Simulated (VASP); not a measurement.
# Ti12H in VASP: further runs

The runs below take Ti12H through single point, with PBE.

Program: VASP 6.6.1. These are calculated values, not measurements. Logs are shortened: lines on timing, memory, paths and dates and some standing lists are left out, and cuts for length are marked.

**1. The cell of the first run**

The cell holds a slab with vacuum, 13 atoms: a = 5.876 Å, b = 4.650 Å, c = 21.284 Å, α = 90.00°, β = 90.00°, γ = 90.00°.

**2. Single point, PBE**

Contents of INCAR:

```
ALGO = Normal
DIPOL = 0.5 0.5 0.340
EDIFF = 1E-7
ENCUT = 520
GGA = PE
IDIPOL = 3
ISIF = 2
ISMEAR = 0
LASPH = True
LCHARG = False
LDIPOL = True
LREAL = False
LWAVE = False
NBANDS = 84
NELM = 100
PREC = Accurate
SIGMA = 0.1
```

Contents of KPOINTS:

```
k-points
0
Gamma
  5 6 1
```

Contents of POSCAR:

```
Ti12H
1.0
    5.8763264167      0.0000000000      0.0000000000
    0.0000000000      4.6504654186      0.0000000000
    0.0000000000      0.0000000000     21.2842241193
Ti H
12 1
Direct
    0.0000000000      0.7500000000      0.1879326198
    0.5000000000      0.7500000000      0.1879326198
    0.2500000000      0.2500000000      0.2277825413
    0.7500000000      0.2500000000      0.2277825413
    0.2500000000      0.7500000000      0.3074823843
    0.7500000000      0.7500000000      0.3074823843
    0.0000000000      0.2500000000      0.3461291961
    0.5000000000      0.2500000000      0.3461291961
    0.0000000000      0.7500000000      0.4220680058
    0.5000000000      0.7500000000      0.4220680058
    0.2500000000      0.2500000000      0.4596937180
    0.7500000000      0.2500000000      0.4596937180
    0.5000000000      0.2500000000      0.5170173124
```

Potentials or basis: VASP PAW PBE potentials, release 64 (Ti_sv, H).

The run is started by

```sh
$ cat potpaw_PBE.64/Ti_sv/POTCAR potpaw_PBE.64/H/POTCAR > POTCAR
$ mpirun -np 1 vasp_std > vasp.out
```

OUTCAR:

```text
EDIFF = 1E-7
   ENCUT = 520
   GGA = PE
   ISIF = 2
   ISMEAR = 0
   LASPH = True
   LREAL = False
   NELM = 100
   PREC = Accurate

 ion  position               nearest neighbor table
   1  0.000  0.750  0.188-   3 2.88   4 2.88   3 2.88   4 2.88
   2  0.500  0.750  0.188-   3 2.88   4 2.88   3 2.88   4 2.88
   3  0.250  0.250  0.228-   1 2.88   2 2.88   1 2.88   2 2.88   5 2.88   5 2.88   8 2.92   7 2.92

   4  0.750  0.250  0.228-   1 2.88   2 2.88   1 2.88   2 2.88   6 2.88   6 2.88   8 2.92   7 2.92

   5  0.250  0.750  0.307-   9 2.85  10 2.85   7 2.87   8 2.87   7 2.87   8 2.87   3 2.88   3 2.88

   6  0.750  0.750  0.307-   9 2.85  10 2.85   7 2.87   8 2.87   7 2.87   8 2.87   4 2.88   4 2.88

   7  0.000  0.250  0.346-  11 2.83  12 2.83   9 2.83   9 2.83   5 2.87   5 2.87   6 2.87   6 2.87
                             3 2.92   4 2.92
   8  0.500  0.250  0.346-  11 2.83  12 2.83  10 2.83  10 2.83   5 2.87   5 2.87   6 2.87   6 2.87
                             3 2.92   4 2.92
   9  0.000  0.750  0.422-   7 2.83   7 2.83   5 2.85   6 2.85  12 2.86  11 2.86  11 2.86  12 2.86

  10  0.500  0.750  0.422-   8 2.83   8 2.83   5 2.85   6 2.85  12 2.86  11 2.86  11 2.86  12 2.86

  11  0.250  0.250  0.460-   7 2.83   8 2.83   9 2.86  10 2.86   9 2.86  10 2.86
  12  0.750  0.250  0.460-   7 2.83   8 2.83   9 2.86  10 2.86   9 2.86  10 2.86
  13  0.500  0.250  0.517-

  LATTYP: Found a simple orthorhombic cell.
 ALAT       =     4.6504654186
 B/A-ratio  =     1.2635996374
 C/A-ratio  =     4.5767944073

  Lattice vectors:

 A1 = (   0.0000000000,  -4.6504654186,   0.0000000000)
 A2 = (   5.8763264167,   0.0000000000,   0.0000000000)
 A3 = (   0.0000000000,   0.0000000000,  21.2842241193)

Analysis of symmetry for initial positions (statically):
=====================================================================
 Subroutine PRICEL returns:
 Original cell was already a primitive cell.

 Routine SETGRP: Setting up the symmetry group for a
 simple orthorhombic supercell.

 Subroutine GETGRP returns: Found  4 space group operations
 (whereof  2 operations were pure point group operations)
 out of a pool of  8 trial point group operations.

The static configuration has the point symmetry C_1h.
 The point group associated with its full space group is C_2v.

Analysis of symmetry for dynamics (positions and initial velocities):
=====================================================================
 Subroutine PRICEL returns:
 Original cell was already a primitive cell.

 Routine SETGRP: Setting up the symmetry group for a
 simple orthorhombic supercell.

 Subroutine GETGRP returns: Found  4 space group operations
 (whereof  2 operations were pure point group operations)
 out of a pool of  8 trial point group operations.

The dynamic configuration has the point symmetry C_1h.
 The point group associated with its full space group is C_2v.

 Subroutine INISYM returns: Found  4 space group operations
 (whereof  2 operations are pure point group operations),
 and found     1 'primitive' translations

----------------------------------------------------------------------------------------

                                     Primitive cell

  volume of cell :     581.6479

  direct lattice vectors                    reciprocal lattice vectors
     5.876326417  0.000000000  0.000000000     0.170174345  0.000000000  0.000000000
     0.000000000  4.650465419  0.000000000     0.000000000  0.215032241  0.000000000
     0.000000000  0.000000000 21.284224119     0.000000000  0.000000000  0.046983155

  length of vectors
     5.876326417  4.650465419 21.284224119     0.170174345  0.215032241  0.046983155

  position of ions in fractional coordinates (direct lattice)
     0.000000000  0.750000000  0.187932620
     0.500000000  0.750000000  0.187932620
     0.250000000  0.250000000  0.227782541
     0.750000000  0.250000000  0.227782541
     0.250000000  0.750000000  0.307482384
     0.750000000  0.750000000  0.307482384
     0.000000000  0.250000000  0.346129196
     0.500000000  0.250000000  0.346129196
     0.000000000  0.750000000  0.422068006
     0.500000000  0.750000000  0.422068006
[... 40 lines left out ...]

 Subroutine IBZKPT returns following result:
 ===========================================

 Found     12 irreducible k-points:

 Following reciprocal coordinates:
            Coordinates               Weight
  0.000000  0.000000  0.000000      1.000000
  0.200000  0.000000  0.000000      2.000000
  0.400000  0.000000  0.000000      2.000000
  0.000000  0.166667  0.000000      2.000000
  0.200000  0.166667  0.000000      4.000000
  0.400000  0.166667  0.000000      4.000000
  0.000000  0.333333  0.000000      2.000000
  0.200000  0.333333  0.000000      4.000000
  0.400000  0.333333  0.000000      4.000000
  0.000000  0.500000  0.000000      1.000000
  0.200000  0.500000  0.000000      2.000000
  0.400000  0.500000  0.000000      2.000000
   k-points           NKPTS =     12   k-points in BZ     NKDIM =     12   number of bands    NBANDS=     84
   number of dos      NEDOS =    301   number of ions     NIONS =     13
   total plane-waves  NPLWV = 276480
   dimension x,y,z NGX =    48 NGY =   36 NGZ =  160
   dimension x,y,z NGXF=    96 NGYF=   72 NGZF=  320
   ions per type =              12   1
   NGX,Y,Z   is equivalent  to a cutoff of  13.58, 12.87, 12.50 a.u.
   NGXF,Y,Z  is equivalent  to a cutoff of  27.16, 25.74, 24.99 a.u.
 SYSTEM =  unknown system
   PREC   = accura    normal or accurate (medium, high low for compatibility)
   ISTART =      0    job   : 0-new  1-cont  2-samecut
   ICHARG =      2    charge: 1-file 2-atom 10-const
   ISPIN  =      1    spin polarized calculation?
   LNONCOLLINEAR =      F non collinear calculations
   LSORBIT =      F    spin-orbit coupling
   LASPH  =      T    aspherical Exc in radial PAW
   ENCUT  =  520.0 eV  38.22 Ry    6.18 a.u.  10.93  8.65 39.57*2*pi/ulx,y,z
   NELM   =    100;   NELMIN=  2; NELMDL= -5     # of ELM steps
   EDIFF  = 0.1E-06   stopping-criterion for ELM
   LREAL  =      F    real-space projection
   EDIFFG = 0.1E-05   stopping-criterion for IOM
   NSW    =      0    number of steps for IOM
   IBRION =     -1    ionic relax: 0-MD 1-quasi-New 2-CG
   NFREE  =      0    steps in history (QN), initial steepest desc. (CG)
   ISIF   =      2    stress and relaxation
   ISYM   =      2    0-nonsym 1-usesym 2-fastsym
   POTIM  = 0.5000    time-step for ionic-motion
   TEBEG  =    0.0;   TEEND  =   0.0 temperature during run
   PSTRESS=    0.0 pullay stress
   NELECT =     145.0000    total number of electrons
   NUPDOWN=      -1.0000    fix difference up-down
   EMIN   =  10.00;   EMAX   =-10.00  energy-range for DOS
   EFERMI =   0.00;   METHOD = LEGACY
   ISMEAR =     0;   SIGMA  =   0.10  broadening in eV -4-tet -1-fermi 0-gaus
   EFERMI_NEDOS =   21; number of points for ismear=-14 and -15
   IALGO  =     38    algorithm
   IMIX   =      4    mixing-type and parameters
     AMIX     =   0.40;   BMIX     =  1.00
     AMIX_MAG =   1.60;   BMIX_MAG =  1.00
  volume/ion in A,a.u.               =      44.74       301.93
  Fermi-wavevector in a.u.,A,eV,Ry     =   1.030333  1.947046 14.443745  1.061585
  Thomas-Fermi vector in A             =   2.164425
   LORBIT       =      0    0 simple, 1 ext, 2 COOP (PROOUT), +10 PAW based schemes
   GGA     = PE    functional components
   LHFCALC =     F    Hartree Fock is set to
   AEXX    =    0.0000 exact exchange contribution
   IVDW    =     0    specifies the selected vdW correction
   LEPSILON=     F    determine dielectric tensor
   LRPA    =     F    only Hartree local field effects (RPA)
 non-spin polarized calculation
 Gauss-broadening in eV      SIGMA  =   0.10
  energy-cutoff  :      520.00
  volume of cell :      581.65
 maximum number of plane-waves:     15708
 NGX is ok and might be reduce to    48
   NGX = 21   NGY = 17   NGZ = 79

 dipolmoment           0.000000      0.000000     -0.016761 electrons x Angstroem

 number of electron     145.0000022 magnetization

 dipolmoment           0.000000      0.000000      0.069154 electrons x Angstroem

 Free energy of the ion-electron system (eV)
  ---------------------------------------------------
  ext. energy  EPLUGINS =         0.00000000
  ---------------------------------------------------
  free energy    TOTEN  =       -91.34637812 eV

  energy without entropy =      -91.24941023  energy(sigma->0) =      -91.29789418

 E-fermi :   0.5691     XC(G=0):  -5.0872

 val. band max:        0.5676563463   @ k =   0.4000   0.1667   0.0000
 cond. band min:       0.5723137108   @ k =   0.4000   0.3333   0.0000
 fundamental gap:      0.0046573645
 Fermi energy:         0.5690578672

 k-point     1 :       0.0000    0.0000    0.0000
  band No.  band energies     occupation
      1     -56.4772      2.00000
      2     -56.4328      2.00000
      3     -56.3423      2.00000
      4     -56.2761      2.00000
      5     -56.2627      2.00000
      6     -56.2219      2.00000
[... 1033 lines left out ...]
     83       1.0207      0.00000
     84       1.0295      0.00000

------------------------ aborting loop because EDIFF is reached ----------------------------------------

 vacuum level on the upper side and lower side of the slab       (xc-potential included)         0.131        -0.353

  FORCE on cell =-STRESS in cart. coord.  units (eV):
  Direction    XX          YY          ZZ          XY          YZ          ZX
  --------------------------------------------------------------------------------------
  -------------------------------------------------------------------------------------
  Total       -5.0086346     -5.0155420     -1.1856098      0.0000000      0.0000000      0.0000000
  in kB      -13.7965272    -13.8155539     -3.2658198      0.0000000      0.0000000      0.0000000
  external PRESSURE =     -10.2926336 kB  Pullay stress =       0.0000000 kB

 VOLUME and BASIS-vectors are now :
 -----------------------------------------------------------------------------
  energy-cutoff  :      520.00
  volume of cell :      581.65
      direct lattice vectors                 reciprocal lattice vectors
     5.876326417  0.000000000  0.000000000     0.170174345  0.000000000  0.000000000
     0.000000000  4.650465419  0.000000000     0.000000000  0.215032241  0.000000000
     0.000000000  0.000000000 21.284224119     0.000000000  0.000000000  0.046983155

 POSITION                                       TOTAL-FORCE (eV/Angst)
 -----------------------------------------------------------------------------------
      0.00000      3.48785      4.00000         0.000000      0.000000      0.320781
      2.93816      3.48785      4.00000         0.000000      0.000000      0.319453
      1.46908      1.16262      4.84817         0.006472      0.000000      0.077661
      4.40724      1.16262      4.84817        -0.006472      0.000000      0.077661
      1.46908      3.48785      6.54452        -0.027501     -0.000000     -0.420407
      4.40724      3.48785      6.54452         0.027501     -0.000000     -0.420407
      0.00000      1.16262      7.36709         0.000000      0.000000     -0.071627
      2.93816      1.16262      7.36709         0.000000      0.000000     -0.107378
      0.00000      3.48785      8.98339         0.000000      0.000000     -0.161692
      2.93816      3.48785      8.98339         0.000000      0.000000     -0.096477
      1.46908      1.16262      9.78422         0.590793      0.000000      0.239841
      4.40724      1.16262      9.78422        -0.590793      0.000000      0.239841
      2.93816      1.16262     11.00431         0.000000      0.000000      0.002748
 -----------------------------------------------------------------------------------
    total drift:                                0.000000      0.000000      0.000006

  FREE ENERGIE OF THE ION-ELECTRON SYSTEM (eV)
  ---------------------------------------------------
  free  energy   TOTEN  =       -91.3463781172 eV

  energy  without entropy=      -91.2494102341  energy(sigma->0) =      -91.29789418

 vacuum level on the upper side and lower side of the slab         4.685         4.188
```

Wall time 28 min (1 thread of Intel Xeon 6975P-C (Granite Rapids), shared host); peak memory 0.78 GiB.

What came out:

```yaml
Free_energy: -91.3464 eV
Largest_force: 0.638 eV/Å
Band_gap_on_the_k_mesh: zero (an odd number of electrons rules out a gap without spin polarisation)
```

Forces in eV/Å, atoms in the order of the input:
```
Ti   0.000  0.000  0.321
Ti   0.000  0.000  0.319
Ti   0.006  0.000  0.078
Ti  -0.006  0.000  0.078
Ti  -0.028  0.000 -0.420
Ti   0.028  0.000 -0.420
Ti   0.000  0.000 -0.072
Ti   0.000  0.000 -0.107
Ti   0.000  0.000 -0.162
Ti   0.000  0.000 -0.096
Ti   0.591  0.000  0.240
Ti  -0.591  0.000  0.240
H    0.000  0.000  0.003
```

Levels at points of the mesh, in eV from the Fermi level:
```tsv
k point	band 68	band 69	band 70	band 71	band 72	band 73	band 74	band 75	band 76	band 77
(0.00, 0.00, 0.00)	-0.70	-0.64	-0.55	-0.26	0.10	0.26	0.33	0.34	0.50	0.54
(0.00, 0.50, 0.00)	-0.66	-0.59	-0.38	-0.11	0.02	0.06	0.20	0.26	0.33	0.36
```

**3. Single point, PBE**

Contents of INCAR:

```
ALGO = Normal
DIPOL = 0.5 0.5 0.342
EDIFF = 1E-6
ENCUT = 520
GGA = PE
IDIPOL = 3
ISIF = 2
ISMEAR = 0
LASPH = T
LCHARG = T
LDIPOL = T
LELF = T
LREAL = F
LVACPOTAV = T
LVHAR = T
LWAVE = F
NBANDS = 84
NELM = 60
PREC = Accurate
SIGMA = 0.1
```

KPOINTS is that of step 2.

POSCAR: that of step 2 with these lines changed.

```diff
@@ -20,2 +20,2 @@
     0.7500000000      0.2500000000      0.4596937180
-    0.5000000000      0.2500000000      0.5170173124
+    0.2500000000      0.2500000000      0.5428890563
```

Potentials or basis: VASP PAW PBE potentials, release 64 (Ti_sv, H).

The run is started by

```sh
$ cat potpaw_PBE.64/Ti_sv/POTCAR potpaw_PBE.64/H/POTCAR > POTCAR
$ mpirun -np 1 vasp_std > vasp.out
```

Run time: 38 min. Hardware: 1 thread of Intel Xeon Platinum 8259CL at 2.50GHz (Skylake/Cascade Lake), shared host; peak memory 0.8 GiB.

It converged, with:

```
Free energy            : -90.5201 eV
Largest force          : 0.508 eV/Å
Band gap on the k mesh : zero (an odd number of electrons rules out a gap without spin polarisation)
```

Forces in eV/Å, atoms in the order of the input:
```
Ti  -0.019  0.000  0.327
Ti   0.019  0.000  0.327
Ti   0.000  0.000  0.082
Ti   0.000  0.000  0.097
Ti   0.000  0.000 -0.309
Ti   0.000  0.000 -0.435
Ti  -0.159  0.000 -0.156
Ti   0.159  0.000 -0.156
Ti  -0.037  0.000 -0.227
Ti   0.037  0.000 -0.227
Ti   0.000  0.000  0.171
Ti   0.000  0.000  0.508
H    0.000  0.000 -0.003
```

Levels at points of the mesh, in eV from the Fermi level:
| k point | band 68 | band 69 | band 70 | band 71 | band 72 | band 73 | band 74 | band 75 | band 76 | band 77 |
| --- | --- | --- | --- | --- | --- | --- | --- | --- | --- | --- |
| (0.00, 0.00, 0.00) | -0.74 | -0.63 | -0.55 | -0.23 | 0.13 | 0.32 | 0.34 | 0.46 | 0.50 | 0.51 |
| (0.00, 0.50, 0.00) | -0.67 | -0.62 | -0.38 | -0.38 | 0.02 | 0.07 | 0.20 | 0.22 | 0.33 | 0.40 |
